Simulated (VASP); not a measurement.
# Cs (Fm-3m) in VASP: further runs

Aim: see how the results for Cs move with the level of theory and the settings. Levels: PBE0, r2SCAN0, r2SCAN, PBE. Tasks: single point.

All numbers are computed with VASP 6.6.1; they aren't measurements. Logs are shortened: lines on timing, memory, paths and dates and some standing lists are left out, and cuts for length are marked.

## 1. The cell of the first run

Symmetry: Fm-3m, No. 225, cubic system. The conventional cell has a = 7.897 Å, b = 7.897 Å, c = 7.897 Å, α = 90.00°, β = 90.00°, γ = 90.00°.

This isn't the form of Cs at room conditions, which is bcc.

## 2. Single point, PBE0

The input, POSCAR:

```
Cs
1.0
    0.0000000000      3.9483357400      3.9483357400
    3.9483357400      0.0000000000      3.9483357400
    3.9483357400      3.9483357400      0.0000000000
Cs
1
Direct
    0.0000000000      0.0000000000      0.0000000000
```

The input, INCAR.step1:

```
  PREC = Accurate
  ENCUT = 520
  EDIFF = 1E-5
  ISMEAR = -1
  SIGMA = 0.05
  LREAL = F
  LASPH = T
  NELM = 100
  ALGO = Normal
  ISIF = 2
  LWAVE = T
  NBANDS = 10
  GGA = PE
```

The input, INCAR.step2:

```
  PREC = Accurate
  ENCUT = 520
  EDIFF = 1E-7
  ISMEAR = -1
  SIGMA = 0.05
  LREAL = F
  LASPH = T
  NELM = 100
  ALGO = Normal
  ISIF = 2
  LWAVE = F
  LCHARG = T
  GGA = PE
  LHFCALC = T
  AEXX = 0.25
  PRECFOCK = Normal
  LELF = T
  LVHAR = T
  NBANDS = 10
  ISTART = 1
```

The input, KPOINTS:

```
Automatic mesh
0
Gamma
  4 4 4
```

Potentials or basis: VASP PAW PBE potentials, release 64 (Cs_sv).

Run with:

```bash
cat potpaw_PBE.64/Cs_sv/POTCAR > POTCAR
cp INCAR.step1 INCAR
mpirun -np 1 vasp_std > vasp.out
cp INCAR.step2 INCAR
mpirun -np 1 vasp_std > vasp.out
```

OUTCAR:

```text
PREC = Accurate
   ENCUT = 520
   EDIFF = 1E-7
   ISMEAR = -1
   LREAL = F
   LASPH = T
   NELM = 100
   ISIF = 2
   GGA = PE
   LHFCALC = T
   AEXX = 0.25
   PRECFOCK = Normal
   ISTART = 1

 ion  position               nearest neighbor table
   1  0.000  0.000  0.000-

  LATTYP: Found a face centered cubic cell.
 ALAT       =     7.8966714800

  Lattice vectors:

 A1 = (   0.0000000000,   3.9483357400,   3.9483357400)
 A2 = (   3.9483357400,   0.0000000000,   3.9483357400)
 A3 = (   3.9483357400,   3.9483357400,   0.0000000000)

Analysis of symmetry for initial positions (statically):
=====================================================================
 Subroutine PRICEL returns:
 Original cell was already a primitive cell.

 Routine SETGRP: Setting up the symmetry group for a
 face centered cubic supercell.

 Subroutine GETGRP returns: Found 48 space group operations
 (whereof 48 operations were pure point group operations)
 out of a pool of 48 trial point group operations.

The static configuration has the point symmetry O_h .

Analysis of symmetry for dynamics (positions and initial velocities):
=====================================================================
 Subroutine PRICEL returns:
 Original cell was already a primitive cell.

 Routine SETGRP: Setting up the symmetry group for a
 face centered cubic supercell.

 Subroutine GETGRP returns: Found 48 space group operations
 (whereof 48 operations were pure point group operations)
 out of a pool of 48 trial point group operations.

The dynamic configuration has the point symmetry O_h .

 Subroutine INISYM returns: Found 48 space group operations
 (whereof 48 operations are pure point group operations),
 and found     1 'primitive' translations

----------------------------------------------------------------------------------------

                                     Primitive cell

  volume of cell :     123.1040

  direct lattice vectors                    reciprocal lattice vectors
     0.000000000  3.948335740  3.948335740    -0.126635634  0.126635634  0.126635634
     3.948335740  0.000000000  3.948335740     0.126635634 -0.126635634  0.126635634
     3.948335740  3.948335740  0.000000000     0.126635634  0.126635634 -0.126635634

  length of vectors
     5.583789952  5.583789952  5.583789952     0.219339352  0.219339352  0.219339352

  position of ions in fractional coordinates (direct lattice)
     0.000000000  0.000000000  0.000000000

  ion indices of the primitive-cell ions
   primitive index   ion index
                 1           1

----------------------------------------------------------------------------------------

 KPOINTS: Automatic mesh

Automatic generation of k-mesh.
 Grid dimensions read from file:
 generate k-points for:    4    4    4

 Generating k-lattice:

  Cartesian coordinates                     Fractional coordinates (reciprocal lattice)
    -0.031658909  0.031658909  0.031658909     0.250000000  0.000000000  0.000000000
     0.031658909 -0.031658909  0.031658909     0.000000000  0.250000000  0.000000000
     0.031658909  0.031658909 -0.031658909     0.000000000  0.000000000  0.250000000

  Length of vectors
     0.054834838  0.054834838  0.054834838

  Shift w.r.t. Gamma in fractional coordinates (k-lattice)
     0.000000000  0.000000000  0.000000000

 Subroutine IBZKPT returns following result:
 ===========================================

 Found      8 irreducible k-points:

 Following reciprocal coordinates:
            Coordinates               Weight
  0.000000  0.000000  0.000000      1.000000
  0.250000  0.000000  0.000000      8.000000
  0.500000  0.000000  0.000000      4.000000
  0.250000  0.250000  0.000000      6.000000
  0.500000  0.250000  0.000000     24.000000
 -0.250000  0.250000  0.000000     12.000000
  0.500000  0.500000  0.000000      3.000000
 -0.250000  0.500000  0.250000      6.000000
   k-points           NKPTS =      8   k-points in BZ     NKDIM =     64   number of bands    NBANDS=     10
   number of dos      NEDOS =    301   number of ions     NIONS =      1
   total plane-waves  NPLWV =  74088
   dimension x,y,z NGX =    42 NGY =   42 NGZ =   42
   dimension x,y,z NGXF=    84 NGYF=   84 NGZF=   84
   ions per type =               1
   NGX,Y,Z   is equivalent  to a cutoff of  12.50, 12.50, 12.50 a.u.
   NGXF,Y,Z  is equivalent  to a cutoff of  25.01, 25.01, 25.01 a.u.
 SYSTEM =  unknown system
   PREC   = accura    normal or accurate (medium, high low for compatibility)
   ISTART =      1    job   : 0-new  1-cont  2-samecut
   ICHARG =      0    charge: 1-file 2-atom 10-const
   ISPIN  =      1    spin polarized calculation?
   LNONCOLLINEAR =      F non collinear calculations
   LSORBIT =      F    spin-orbit coupling
   LASPH  =      T    aspherical Exc in radial PAW
   ENCUT  =  520.0 eV  38.22 Ry    6.18 a.u.  10.38 10.38 10.38*2*pi/ulx,y,z
   NELM   =    100;   NELMIN=  2; NELMDL=  0     # of ELM steps
   EDIFF  = 0.1E-06   stopping-criterion for ELM
   LREAL  =      F    real-space projection
   EDIFFG = 0.1E-05   stopping-criterion for IOM
   NSW    =      0    number of steps for IOM
   IBRION =     -1    ionic relax: 0-MD 1-quasi-New 2-CG
   NFREE  =      0    steps in history (QN), initial steepest desc. (CG)
   ISIF   =      2    stress and relaxation
   ISYM   =      3    0-nonsym 1-usesym 2-fastsym
   POTIM  = 0.5000    time-step for ionic-motion
   TEBEG  =    0.0;   TEEND  =   0.0 temperature during run
   PSTRESS=    0.0 pullay stress
   NELECT =       9.0000    total number of electrons
   NUPDOWN=      -1.0000    fix difference up-down
   EMIN   =  10.00;   EMAX   =-10.00  energy-range for DOS
   EFERMI =   0.00;   METHOD = LEGACY
   ISMEAR =    -1;   SIGMA  =   0.05  broadening in eV -4-tet -1-fermi 0-gaus
   EFERMI_NEDOS =   21; number of points for ismear=-14 and -15
   IALGO  =     38    algorithm
   IMIX   =      1    mixing-type and parameters
     AMIX     =   0.40;   BMIX     =  1.00
     AMIX_MAG =   1.60;   BMIX_MAG =  1.00
  volume/ion in A,a.u.               =     123.10       830.75
  Fermi-wavevector in a.u.,A,eV,Ry     =   0.684539  1.293591  6.375605  0.468594
  Thomas-Fermi vector in A             =   1.764221
   LORBIT       =      0    0 simple, 1 ext, 2 COOP (PROOUT), +10 PAW based schemes
   GGA     = PE    functional components
   LHFCALC =     T    Hartree Fock is set to
   PRECFOCK=normal    Normal, Fast or Accurate (Low or Medium for compatibility)
   ENCUT4O =  -1.0   cutoff for four orbital integrals eV
   NKREDX  =     1    reduce k-point grid by
   NKREDY  =     1    reduce k-point grid by
   NKREDZ  =     1    reduce k-point grid by
   AEXX    =    0.2500 exact exchange contribution
   HFSCREEN=    0.0000 screening length (either q_TF or 0.3 A-1)
   HFSCREENC=   0.0000 screening length for correlation (either q_TF or 0.3 A-1)
   ENCUTFOCK=  -1.0 apply spherical cutoff to Coloumb kernel
   IVDW    =     0    specifies the selected vdW correction
   LEPSILON=     F    determine dielectric tensor
   LRPA    =     F    only Hartree local field effects (RPA)
 non-spin polarized calculation
  energy-cutoff  :      520.00
  volume of cell :      123.10
 maximum number of plane-waves:      3329
 NGX is ok and might be reduce to    42
  NGX = 32; NGY = 32; NGZ = 32

 number of electron       9.0000001 magnetization

 Free energy of the ion-electron system (eV)
  ---------------------------------------------------
  ext. energy  EPLUGINS =         0.00000000
  ---------------------------------------------------
  free energy    TOTEN  =        -1.05622295 eV

  energy without entropy =       -1.04971625  energy(sigma->0) =       -1.05296960

 E-fermi :   0.6190     XC(G=0):  -4.1806

 val. band max:        0.1592342090   @ k =   0.5000   0.0000   0.0000
 cond. band min:       0.7758006066   @ k =   0.5000   0.2500   0.0000
 fundamental gap:      0.6165663976
 Fermi energy:         0.6190336079

 k-point     1 :       0.0000    0.0000    0.0000
  band No.  band energies     occupation
      1     -26.1168      2.00000
      2     -11.8401      2.00000
      3     -11.8401      2.00000
      4     -11.8401      2.00000
      5      -1.9770      2.00000
      6       3.4556      0.00000
      7       3.4556      0.00000
      8       3.4556      0.00000
      9       4.5926      0.00000
     10       4.5926      0.00000

 k-point     2 :       0.2500    0.0000    0.0000
  band No.  band energies     occupation
      1     -26.1144      2.00000
      2     -11.8990      2.00000
      3     -11.8477      2.00000
      4     -11.8477      2.00000
      5      -1.2378      2.00000
      6       2.4984      0.00000
      7       3.5323      0.00000
      8       3.5323      0.00000
      9       4.4718      0.00000
     10       4.4718      0.00000

 k-point     3 :       0.5000    0.0000    0.0000
  band No.  band energies     occupation
      1     -26.1120      2.00000
      2     -11.9547      2.00000
      3     -11.8552      2.00000
      4     -11.8552      2.00000
      5       0.1592      1.99980
      6       1.3077      0.00000
      7       3.3023      0.00000
      8       3.3023      0.00000
      9       5.4102      0.00000
     10       5.4268      0.00000

 k-point     4 :       0.2500    0.2500    0.0000
  band No.  band energies     occupation
      1     -26.1136      2.00000
      2     -11.8972      2.00000
      3     -11.8605      2.00000
      4     -11.8605      2.00000
      5      -0.9735      2.00000
      6       2.5114      0.00000
      7       3.1188      0.00000
      8       3.8087      0.00000
      9       3.8087      0.00000
     10       4.9509      0.00000

 k-point     5 :       0.5000    0.2500    0.0000
  band No.  band energies     occupation
      1     -26.1112      2.00000
      2     -11.9350      2.00000
      3     -11.8851      2.00000
      4     -11.8680      2.00000
      5       0.7758      0.08335
      6       1.7478      0.00000
      7       2.4873      0.00000
      8       3.7758      0.00000
      9       4.2766      0.00000
     10       5.4880      0.00000

 k-point     6 :      -0.2500    0.2500    0.0000
  band No.  band energies     occupation
      1     -26.1120      2.00000
      2     -11.9227      2.00000
      3     -11.8875      2.00000
      4     -11.8552      2.00000
      5      -0.1487      2.00000
      6       2.1823      0.00000
      7       2.4257      0.00000
      8       3.6957      0.00000
      9       4.3648      0.00000
     10       5.1889      0.00000

 k-point     7 :       0.5000    0.5000    0.0000
  band No.  band energies     occupation
      1     -26.1104      2.00000
      2     -11.9478      2.00000
      3     -11.8805      2.00000
      4     -11.8805      2.00000
      5       1.0874      0.00017
      6       1.9834      0.00000
      7       2.0431      0.00000
      8       4.7155      0.00000
      9       4.7155      0.00000
     10       5.1287      0.00000

 k-point     8 :      -0.2500    0.5000    0.2500
  band No.  band energies     occupation
      1     -26.1104      2.00000
      2     -11.9143      2.00000
      3     -11.9143      2.00000
      4     -11.8818      2.00000
      5       1.5779      0.00000
      6       1.9775      0.00000
      7       1.9775      0.00000
      8       2.8773      0.00000
      9       5.3171      0.00000
     10       5.3443      0.00000

------------------------ aborting loop because EDIFF is reached ----------------------------------------

  FORCE on cell =-STRESS in cart. coord.  units (eV):
  Direction    XX          YY          ZZ          XY          YZ          ZX
  --------------------------------------------------------------------------------------
  -------------------------------------------------------------------------------------
  Total       -0.0310720     -0.0310720     -0.0310720     -0.0000000      0.0000000      0.0000000
  in kB       -0.4043962     -0.4043962     -0.4043962     -0.0000000      0.0000000      0.0000000
  external PRESSURE =      -0.4043962 kB  Pullay stress =       0.0000000 kB

 VOLUME and BASIS-vectors are now :
 -----------------------------------------------------------------------------
  energy-cutoff  :      520.00
  volume of cell :      123.10
      direct lattice vectors                 reciprocal lattice vectors
     0.000000000  3.948335740  3.948335740    -0.126635634  0.126635634  0.126635634
     3.948335740  0.000000000  3.948335740     0.126635634 -0.126635634  0.126635634
     3.948335740  3.948335740  0.000000000     0.126635634  0.126635634 -0.126635634

 POSITION                                       TOTAL-FORCE (eV/Angst)
 -----------------------------------------------------------------------------------
      0.00000      0.00000      0.00000        -0.000000      0.000000      0.000000
 -----------------------------------------------------------------------------------
    total drift:                               -0.000000     -0.000000     -0.000000

  FREE ENERGIE OF THE ION-ELECTRON SYSTEM (eV)
  ---------------------------------------------------
  free  energy   TOTEN  =        -1.0562229494 eV

  energy  without entropy=       -1.0497162512  energy(sigma->0) =       -1.05296960
```

Wall time 5.5 min (1 thread of Intel Xeon Platinum 8259CL at 2.50GHz (Skylake/Cascade Lake), shared host); peak memory 0.26 GiB.

Results:

```
Free energy            : -1.0562 eV
Pressure               : 0.0 GPa
Band gap on the k mesh : zero (an odd number of electrons rules out a gap without spin polarisation)
```

Levels at points of the mesh, in eV from the Fermi level:
```csv
k point,band 1,band 2,band 3,band 4,band 5,band 6,band 7,band 8,band 9,band 10
"(0.00, 0.00, 0.00)",-26.74,-12.46,-12.46,-12.46,-2.60,2.84,2.84,2.84,3.97,3.97
"(0.50, 0.00, 0.00)",-26.73,-12.57,-12.47,-12.47,-0.46,0.69,2.68,2.68,4.79,4.81
"(0.50, 0.50, 0.00)",-26.73,-12.57,-12.50,-12.50,0.47,1.36,1.42,4.10,4.10,4.51
```

Caveat: the PAW data sets were made with another functional, which shifts forces and pressure a little; spin-orbit coupling is left out, which moves the levels of the heavy elements.

## 3. Single point, r2SCAN0

POSCAR is that of step 2.

The input, INCAR.step1:

```
SYSTEM = Cs
PREC     = Accurate       ! precision mode
ENCUT    = 520            ! plane-wave cutoff, eV
EDIFF    = 1E-5           ! SCF threshold, eV
ISMEAR   = -1             ! smearing method
SIGMA    = 0.05           ! smearing width, eV
LREAL    = .FALSE.        ! projectors in reciprocal space
LASPH    = .TRUE.         ! aspherical terms in the spheres
NELM     = 80             ! most SCF steps
ALGO     = Normal         ! electronic algorithm
ISIF     = 2              ! what is computed and relaxed
LWAVE    = .TRUE.         ! write WAVECAR
LCHARG   = .FALSE.        ! write CHGCAR
GGA      = PE             ! functional
NBANDS   = 10             ! bands
```

The input, INCAR.step2:

```
SYSTEM = Cs
PREC     = Accurate       ! precision mode
ENCUT    = 520            ! plane-wave cutoff, eV
EDIFF    = 1E-6           ! SCF threshold, eV
ISMEAR   = -1             ! smearing method
SIGMA    = 0.05           ! smearing width, eV
LREAL    = .FALSE.        ! projectors in reciprocal space
LASPH    = .TRUE.         ! aspherical terms in the spheres
NELM     = 80             ! most SCF steps
ALGO     = Normal         ! electronic algorithm
ISIF     = 2              ! what is computed and relaxed
LWAVE    = .FALSE.        ! write WAVECAR
LCHARG   = .FALSE.        ! write CHGCAR
METAGGA  = R2SCAN         ! meta-GGA
LHFCALC  = .TRUE.         ! exact exchange
AEXX     = 0.25           ! exact-exchange fraction
LMIXTAU  = .TRUE.       
PRECFOCK = Normal       
ISTART   = 1            
NBANDS   = 10             ! bands
```

The input, KPOINTS:

```
Automatic mesh
0
G
  4 4 4
  0 0 0
```

Potentials or basis: VASP PAW PBE potentials, release 64 (Cs_sv).

Run with:

```bash
cat potpaw_PBE.64/Cs_sv/POTCAR > POTCAR
cp INCAR.step1 INCAR
mpirun -np 1 vasp_std > vasp.out
cp INCAR.step2 INCAR
mpirun -np 1 vasp_std > vasp.out
```

Run time: 5.2 min. Hardware: 1 thread of Intel Xeon Platinum 8259CL at 2.50GHz (Skylake/Cascade Lake), shared host; peak memory 0.29 GiB.

Results (log left out):

* Free energy: -19.2937 eV
* Pressure: 0.0 GPa
* Band gap on the k mesh: zero (an odd number of electrons rules out a gap without spin polarisation)

Levels at points of the mesh, in eV from the Fermi level:
| k point | band 1 | band 2 | band 3 | band 4 | band 5 | band 6 | band 7 | band 8 | band 9 | band 10 |
| --- | --- | --- | --- | --- | --- | --- | --- | --- | --- | --- |
| (0.00, 0.00, 0.00) | -27.34 | -12.80 | -12.80 | -12.80 | -2.67 | 3.02 | 3.02 | 3.02 | 4.23 | 4.23 |
| (0.50, 0.00, 0.00) | -27.33 | -12.92 | -12.82 | -12.82 | -0.40 | 0.63 | 2.86 | 2.86 | 5.05 | 5.07 |
| (0.50, 0.50, 0.00) | -27.33 | -12.91 | -12.84 | -12.84 | 0.47 | 1.43 | 1.45 | 4.32 | 4.32 | 4.94 |

Caveat: the PAW data sets were made with another functional, which shifts forces and pressure a little; spin-orbit coupling is left out, which moves the levels of the heavy elements.

(Part 1 of 2 ends here.)
